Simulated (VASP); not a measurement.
Set up this calculation in VASP 6.6.1, as the native input.

| Item | Value |
| --- | --- |
| Task | relaxation of cell and atoms |
| Functional | PBEsol |
| Potentials or basis | VASP PAW PBE potentials, release 64 (In_d, P) |
| Cutoff | 600 eV |
| k mesh | 12 × 12 × 12 |
| Occupations | fermi-dirac, width 0.1 eV |
| Spin | no spin polarisation |
| Dipole correction | no |
| Further INCAR settings | ALGO = Normal; EDIFF = 1e-07; IBRION = 2; EDIFFG = -0.005; NSW = 60; ISIF = 3 |

The structure of InP (zincblende type) lies in POSCAR:

```
InP
1.0
    0.0000000000      2.9685087443      2.9685087443
    2.9685087443      0.0000000000      2.9685087443
    2.9685087443      2.9685087443      0.0000000000
In P
1 1
Direct
    0.0000000000      0.0000000000      0.0000000000
    0.2500000000      0.2500000000      0.2500000000
```

The input as run:

INCAR

```
SYSTEM = InP
  ALGO = Normal
  EDIFF = 1E-7
  EDIFFG = -0.005
  ENCUT = 600
  GGA = PS
  IBRION = 2
  ISIF = 3
  ISMEAR = -1
  LASPH = .True.
  LCHARG = .False.
  LREAL = .False.
  LWAVE = .False.
  NELM = 100
  NSW = 60
  PREC = Accurate
  SIGMA = 0.1
```

KPOINTS

```
k-points
0
Gamma
  12 12 12
  0 0 0
```

Potentials or basis: VASP PAW PBE potentials, release 64 (In_d, P).

Run with:

```console
$ cat potpaw_PBE.64/In_d/POTCAR potpaw_PBE.64/P/POTCAR > POTCAR
$ mpirun -np 1 vasp_std > vasp.out
```

Results of the run:

* Relaxed volume: 25.40 Å³/atom
* Relaxed cell: a = 4.157 Å, b = 4.157 Å, c = 4.157 Å, α = 60.00°, β = 60.00°, γ = 60.00°
* Space group after relaxing (to 0.05 Å): F-43m (No. 216)
* Energy gained by relaxing: 4.4 meV/atom
* Ionic steps: 3
* Pressure after relaxing: 0.0 GPa
* Band gap on the k mesh: 0.56 eV, direct

Caveat: the PAW data sets were made with another functional, which shifts forces and pressure a little; spin-orbit coupling is left out, which moves the levels of the heavy elements.

It took 85 s on 1 thread of Intel(R) Xeon(R) 6975P-C (Granite Rapids) (shared host), peak memory 0.25 GiB.
